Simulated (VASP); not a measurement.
# ZnF2 (P4_2/mnm) in VASP: a series of runs, part 2 of 2

VASP 6.6.1.

### Step 5. Single point, PBEsol

This run uses another cell than the first one, of 11.61 Å³/atom.

The input, INCAR:

```
PREC = Accurate
ENCUT = 600
EDIFF = 1E-6
ISMEAR = -1
SIGMA = 0.02
LREAL = F
LASPH = T
NELM = 120
ALGO = Normal
ISIF = 2
LWAVE = F
LCHARG = F
GGA = PS
NBANDS = 35
GGA_COMPAT = F
```

The input, KPOINTS:

```
Automatic mesh
0
Gamma
  6 6 8
```

The input, POSCAR:

```
ZnF2
1.0
    4.7198147388      0.0000000000      0.0000000000
    0.0000000000      4.7198147388      0.0000000000
    0.0000000000      0.0000000000      3.1264262453
Zn F
2 4
Direct
    0.0000000000      0.0000000000      0.0000000000
    0.5000000000      0.5000000000      0.5000000000
    0.3038450440      0.3038450440      0.0000000000
    0.1961549560      0.8038450440      0.5000000000
    0.6961549560      0.6961549560      0.0000000000
    0.8038450440      0.1961549560      0.5000000000
```

Potentials or basis: VASP PAW PBE potentials, release 64 (Zn, F).

Started as:

```console
cat potpaw_PBE.64/Zn/POTCAR potpaw_PBE.64/F/POTCAR > POTCAR
mpirun -np 1 vasp_std > vasp.out
```

OUTCAR:

```text
PREC = Accurate
   ENCUT = 600
   EDIFF = 1E-6
   ISMEAR = -1
   LREAL = F
   LASPH = T
   NELM = 120
   ISIF = 2
   GGA = PS

 ion  position               nearest neighbor table
   1  0.000  0.000  0.000-   3 2.03   5 2.03   4 2.04   6 2.04   4 2.04   6 2.04
   2  0.500  0.500  0.500-   4 2.03   6 2.03   5 2.04   3 2.04   3 2.04   5 2.04
   3  0.304  0.304  0.000-   1 2.03   2 2.04   2 2.04
   4  0.196  0.804  0.500-   2 2.03   1 2.04   1 2.04
   5  0.696  0.696  0.000-   1 2.03   2 2.04   2 2.04
   6  0.804  0.196  0.500-   2 2.03   1 2.04   1 2.04

  LATTYP: Found a simple tetragonal cell.
 ALAT       =     4.7198147388
 C/A-ratio  =     0.6624044413

  Lattice vectors:

 A1 = (   4.7198147388,   0.0000000000,   0.0000000000)
 A2 = (   0.0000000000,   4.7198147388,   0.0000000000)
 A3 = (   0.0000000000,   0.0000000000,   3.1264262453)

Analysis of symmetry for initial positions (statically):
=====================================================================
 Subroutine PRICEL returns:
 Original cell was already a primitive cell.

 Routine SETGRP: Setting up the symmetry group for a
 simple tetragonal supercell.

 Subroutine GETGRP returns: Found 16 space group operations
 (whereof  8 operations were pure point group operations)
 out of a pool of 16 trial point group operations.

The static configuration has the point symmetry D_2h.
 The point group associated with its full space group is D_4h.

Analysis of symmetry for dynamics (positions and initial velocities):
=====================================================================
 Subroutine PRICEL returns:
 Original cell was already a primitive cell.

 Routine SETGRP: Setting up the symmetry group for a
 simple tetragonal supercell.

 Subroutine GETGRP returns: Found 16 space group operations
 (whereof  8 operations were pure point group operations)
 out of a pool of 16 trial point group operations.

The dynamic configuration has the point symmetry D_2h.
 The point group associated with its full space group is D_4h.

 Subroutine INISYM returns: Found 16 space group operations
 (whereof  8 operations are pure point group operations),
 and found     1 'primitive' translations

----------------------------------------------------------------------------------------

                                     Primitive cell

  volume of cell :      69.6463

  direct lattice vectors                    reciprocal lattice vectors
     4.719814739  0.000000000  0.000000000     0.211872723  0.000000000  0.000000000
     0.000000000  4.719814739  0.000000000     0.000000000  0.211872723  0.000000000
     0.000000000  0.000000000  3.126426245     0.000000000  0.000000000  0.319854019

  length of vectors
     4.719814739  4.719814739  3.126426245     0.211872723  0.211872723  0.319854019

  position of ions in fractional coordinates (direct lattice)
     0.000000000  0.000000000  0.000000000
     0.500000000  0.500000000  0.500000000
     0.303845044  0.303845044  0.000000000
     0.196154956  0.803845044  0.500000000
     0.696154956  0.696154956  0.000000000
     0.803845044  0.196154956  0.500000000

  ion indices of the primitive-cell ions
   primitive index   ion index
                 1           1
                 2           2
                 3           3
                 4           4
                 5           5
[... 22 lines left out ...]

 Subroutine IBZKPT returns following result:
 ===========================================

 Found     50 irreducible k-points:

 Following reciprocal coordinates:
            Coordinates               Weight
  0.000000  0.000000  0.000000      1.000000
  0.166667  0.000000  0.000000      4.000000
  0.333333  0.000000  0.000000      4.000000
  0.500000  0.000000  0.000000      2.000000
  0.166667  0.166667  0.000000      4.000000
  0.333333  0.166667  0.000000      8.000000
[... 16 lines left out ...]
  0.333333  0.000000  0.250000      8.000000
  0.500000  0.000000  0.250000      4.000000
 [... further k-points ...]
   k-points           NKPTS =     50   k-points in BZ     NKDIM =     50   number of bands    NBANDS=     35
   number of dos      NEDOS =    301   number of ions     NIONS =      6
   total plane-waves  NPLWV =  44800
   dimension x,y,z NGX =    40 NGY =   40 NGZ =   28
   dimension x,y,z NGXF=    80 NGYF=   80 NGZF=   56
   ions per type =               2   4
   NGX,Y,Z   is equivalent  to a cutoff of  14.09, 14.09, 14.89 a.u.
   NGXF,Y,Z  is equivalent  to a cutoff of  28.18, 28.18, 29.78 a.u.
 SYSTEM =  unknown system
   PREC   = accura    normal or accurate (medium, high low for compatibility)
   ISTART =      0    job   : 0-new  1-cont  2-samecut
   ICHARG =      2    charge: 1-file 2-atom 10-const
   ISPIN  =      1    spin polarized calculation?
   LNONCOLLINEAR =      F non collinear calculations
   LSORBIT =      F    spin-orbit coupling
   LASPH  =      T    aspherical Exc in radial PAW
   ENCUT  =  600.0 eV  44.10 Ry    6.64 a.u.   9.43  9.43  6.24*2*pi/ulx,y,z
   NELM   =    120;   NELMIN=  2; NELMDL= -5     # of ELM steps
   EDIFF  = 0.1E-05   stopping-criterion for ELM
   LREAL  =      F    real-space projection
[... 7 lines left out ...]
   TEBEG  =    0.0;   TEEND  =   0.0 temperature during run
   PSTRESS=    0.0 pullay stress
   NELECT =      52.0000    total number of electrons
   NUPDOWN=      -1.0000    fix difference up-down
   EMIN   =  10.00;   EMAX   =-10.00  energy-range for DOS
   EFERMI =   0.00;   METHOD = LEGACY
   ISMEAR =    -1;   SIGMA  =   0.02  broadening in eV -4-tet -1-fermi 0-gaus
   EFERMI_NEDOS =   21; number of points for ismear=-14 and -15
   IALGO  =     38    algorithm
   IMIX   =      4    mixing-type and parameters
     AMIX     =   0.40;   BMIX     =  1.00
     AMIX_MAG =   1.60;   BMIX_MAG =  1.00
  volume/ion in A,a.u.               =      11.61        78.33
  Fermi-wavevector in a.u.,A,eV,Ry     =   1.485171  2.806567 30.010835  2.205734
  Thomas-Fermi vector in A             =   2.598616
   LORBIT       =      0    0 simple, 1 ext, 2 COOP (PROOUT), +10 PAW based schemes
   GGA     = PS    functional components
   LHFCALC =     F    Hartree Fock is set to
   AEXX    =    0.0000 exact exchange contribution
   IVDW    =     0    specifies the selected vdW correction
   LEPSILON=     F    determine dielectric tensor
   LRPA    =     F    only Hartree local field effects (RPA)
 non-spin polarized calculation
  energy-cutoff  :      600.00
  volume of cell :       69.65
 maximum number of plane-waves:      2346
 NGX is ok and might be reduce to    40
   NGX = 19   NGY = 19   NGZ = 13

 number of electron      52.0000003 magnetization

 Free energy of the ion-electron system (eV)
  ---------------------------------------------------
  ext. energy  EPLUGINS =         0.00000000
  ---------------------------------------------------
  free energy    TOTEN  =       -24.71931165 eV

  energy without entropy =      -24.71931165  energy(sigma->0) =      -24.71931165

 E-fermi :  -0.8838     XC(G=0): -10.5279

 val. band max:       -1.3036017019   @ k =   0.0000   0.0000   0.0000
 cond. band min:       2.0682027805   @ k =   0.0000   0.0000   0.0000
 fundamental gap:      3.3718044823
 Fermi energy:        -0.8838342534

 k-point     1 :       0.0000    0.0000    0.0000
  band No.  band energies     occupation
      1     -23.0606      2.00000
      2     -22.2702      2.00000
      3     -22.2702      2.00000
      4     -22.2401      2.00000
      5      -7.5863      2.00000
      6      -6.6643      2.00000
[... 901 lines left out ...]
     34      12.7248      0.00000
     35      14.7861      0.00000

 [... further k-points ...]

------------------------ aborting loop because EDIFF is reached ----------------------------------------

  FORCE on cell =-STRESS in cart. coord.  units (eV):
  Direction    XX          YY          ZZ          XY          YZ          ZX
  --------------------------------------------------------------------------------------
  -------------------------------------------------------------------------------------
  Total        0.1604708      0.1604708      0.3374156      0.0000000      0.0000000      0.0000000
  in kB        3.6915472      3.6915472      7.7620706      0.0000000      0.0000000      0.0000000
  external PRESSURE =       5.0483883 kB  Pullay stress =       0.0000000 kB

 VOLUME and BASIS-vectors are now :
 -----------------------------------------------------------------------------
  energy-cutoff  :      600.00
  volume of cell :       69.65
      direct lattice vectors                 reciprocal lattice vectors
     4.719814739  0.000000000  0.000000000     0.211872723  0.000000000  0.000000000
     0.000000000  4.719814739  0.000000000     0.000000000  0.211872723  0.000000000
     0.000000000  0.000000000  3.126426245     0.000000000  0.000000000  0.319854019

 POSITION                                       TOTAL-FORCE (eV/Angst)
 -----------------------------------------------------------------------------------
      0.00000      0.00000      0.00000         0.000000     -0.000000      0.000000
      2.35991      2.35991      1.56321         0.000000     -0.000000      0.000000
      1.43409      1.43409      0.00000        -0.010982     -0.010982     -0.000000
      0.92582      3.79400      1.56321         0.010982     -0.010982      0.000000
      3.28572      3.28572      0.00000         0.010982      0.010982      0.000000
      3.79400      0.92582      1.56321        -0.010982      0.010982      0.000000
 -----------------------------------------------------------------------------------
    total drift:                                0.000000     -0.000000      0.000000

  FREE ENERGIE OF THE ION-ELECTRON SYSTEM (eV)
  ---------------------------------------------------
  free  energy   TOTEN  =       -24.7193116492 eV

  energy  without entropy=      -24.7193116492  energy(sigma->0) =      -24.71931165
```

Wall time 80 s (1 thread of Intel Xeon Platinum 8488C (Sapphire Rapids), shared host); peak memory 0.26 GiB.

What came out:

```yaml
Free_energy: -24.7193 eV
Pressure: 0.5 GPa
Largest_force: 0.016 eV/Å
Band_gap_on_the_k_mesh: 3.37 eV
```

Forces on the atoms (eV/Å):
```
Zn   0.000  0.000  0.000
Zn   0.000  0.000  0.000
F   -0.011 -0.011  0.000
F    0.011 -0.011  0.000
F    0.011  0.011  0.000
F   -0.011  0.011  0.000
```

Levels at points of the mesh, in eV from the valence-band top:
```tsv
k point	band 23	band 24	band 25	band 26	band 27	band 28	band 29	band 30
(0.00, 0.00, 0.00)	-1.15	-0.30	-0.30	0.00	3.37	9.24	9.48	9.48
(0.50, 0.00, 0.00)	-0.63	-0.63	-0.39	-0.39	5.98	5.98	10.42	10.42
(0.50, 0.50, 0.00)	-1.23	-1.23	-0.32	-0.32	6.92	6.92	9.04	9.04
(0.00, 0.00, 0.50)	-1.31	-1.31	-1.20	-1.20	8.18	8.18	11.75	11.75
(0.50, 0.00, 0.50)	-1.30	-1.30	-0.04	-0.04	8.69	8.69	10.18	10.18
(0.50, 0.50, 0.50)	-1.20	-1.20	-0.81	-0.81	7.99	7.99	11.33	11.33
```

Caveat: the PAW data sets were made with another functional, which shifts forces and pressure a little. A k mesh can miss the band edges.

### Step 6. Single point, PBE

This run uses another cell than the first one, of 12.19 Å³/atom.

The input, INCAR:

```
SYSTEM = ZnF2
PREC = Accurate
ENCUT = 600
EDIFF = 1E-6
ISMEAR = -1
SIGMA = 0.02
LREAL = .False.
LASPH = .True.
NELM = 120
ALGO = Normal
ISIF = 2
LWAVE = .False.
LCHARG = .False.
GGA = PE
NBANDS = 35
GGA_COMPAT = .False.
```

The input, KPOINTS:

```
Automatic mesh
0
Gamma
  6 6 8
  0 0 0
```

The input, POSCAR:

```
ZnF2
1.0
    4.8000350885      0.0000000000      0.0000000000
    0.0000000000      4.8000350885      0.0000000000
    0.0000000000      0.0000000000      3.1754914817
Zn F
2 4
Direct
    0.0000000000      0.0000000000      0.0000000000
    0.5000000000      0.5000000000      0.5000000000
    0.3043835385      0.3043835385      0.0000000000
    0.1956164615      0.8043835385      0.5000000000
    0.6956164615      0.6956164615      0.0000000000
    0.8043835385      0.1956164615      0.5000000000
```

Potentials or basis: VASP PAW PBE potentials, release 64 (Zn, F).

Started as:

```console
cat potpaw_PBE.64/Zn/POTCAR potpaw_PBE.64/F/POTCAR > POTCAR
mpirun -np 1 vasp_std > vasp.out
```

It took 82 s on 1 thread of Intel Xeon Platinum 8488C (Sapphire Rapids), shared host; peak memory 0.27 GiB.

The run converged. Its results:

- Free energy: -23.2525 eV
- Pressure: 0.3 GPa
- Largest force: 0.014 eV/Å
- Band gap on the k mesh: 3.46 eV

Forces in eV/Å, atoms in the order of the input:
```
Zn   0.000  0.000  0.000
Zn   0.000  0.000  0.000
F   -0.010 -0.010  0.000
F    0.010 -0.010  0.000
F    0.010  0.010  0.000
F   -0.010  0.010  0.000
```

Stress tensor (GPa, compression positive):
```
0.23 0.00 0.00
0.00 0.23 0.00
0.00 0.00 0.49
```

Levels at points of the mesh, in eV from the valence-band top:
| k point | band 22 | band 23 | band 24 | band 25 | band 26 | band 27 | band 28 | band 29 | band 30 | band 31 |
| --- | --- | --- | --- | --- | --- | --- | --- | --- | --- | --- |
| (0.00, 0.00, 0.00) | -1.23 | -0.89 | -0.23 | -0.23 | 0.00 | 3.46 | 9.03 | 9.67 | 9.67 | 13.40 |
| (0.50, 0.00, 0.00) | -1.31 | -0.55 | -0.55 | -0.30 | -0.30 | 5.97 | 5.97 | 10.54 | 10.54 | 12.73 |
| (0.50, 0.50, 0.00) | -1.53 | -1.03 | -1.03 | -0.25 | -0.25 | 6.80 | 6.80 | 9.17 | 9.17 | 14.25 |
| (0.00, 0.00, 0.50) | -1.23 | -1.14 | -1.14 | -1.09 | -1.09 | 8.06 | 8.06 | 11.75 | 11.75 | 13.11 |
| (0.50, 0.00, 0.50) | -1.45 | -1.12 | -1.12 | 0.00 | 0.00 | 8.50 | 8.50 | 10.29 | 10.29 | 13.74 |
| (0.50, 0.50, 0.50) | -1.20 | -1.09 | -1.09 | -0.74 | -0.74 | 7.89 | 7.89 | 11.48 | 11.48 | 12.13 |

### Step 7. Overview

| level | potentials or basis | cell | smearing | gap on the mesh (eV) | pressure (GPa) | largest force (eV/Å) |
| --- | --- | --- | --- | --- | --- | --- |
| LDA | VASP PAW LDA potentials, release 64 (Zn, F) | a = 4.631, b = 4.631, c = 3.088 Å, 6 atoms | fermi-dirac 0.02 eV | 3.40 | 0.6 | 0.01 |
| PBE | VASP PAW PBE potentials, release 64 (Zn, F) | a = 4.703, b = 4.703, c = 3.127 Å, 6 atoms | fermi-dirac 0.02 eV | 3.51 | 7.0 | 0.04 |
| LDA | VASP PAW LDA potentials, release 64 (Zn, F) | a = 4.703, b = 4.703, c = 3.127 Å, 6 atoms | gaussian 0.01 eV | 3.33 | -4.7 | 0.06 |
| PBEsol | VASP PAW PBE potentials, release 64 (Zn, F) | a = 4.720, b = 4.720, c = 3.126 Å, 6 atoms | fermi-dirac 0.02 eV | 3.37 | 0.5 | 0.02 |
| PBE | VASP PAW PBE potentials, release 64 (Zn, F) | a = 4.800, b = 4.800, c = 3.175 Å, 6 atoms | fermi-dirac 0.02 eV | 3.46 | 0.3 | 0.01 |

Alike in all rows: task single point; no spin polarisation; k mesh 6 × 6 × 8; cutoff (eV) 600.

Caveats: the cell stands under pressure (at least some runs); the cell stands under tension (at least some runs); the PAW data sets were made with another functional, which shifts forces and pressure a little (at least some runs).

Absolute energies hang on the potentials; compare differences alone.
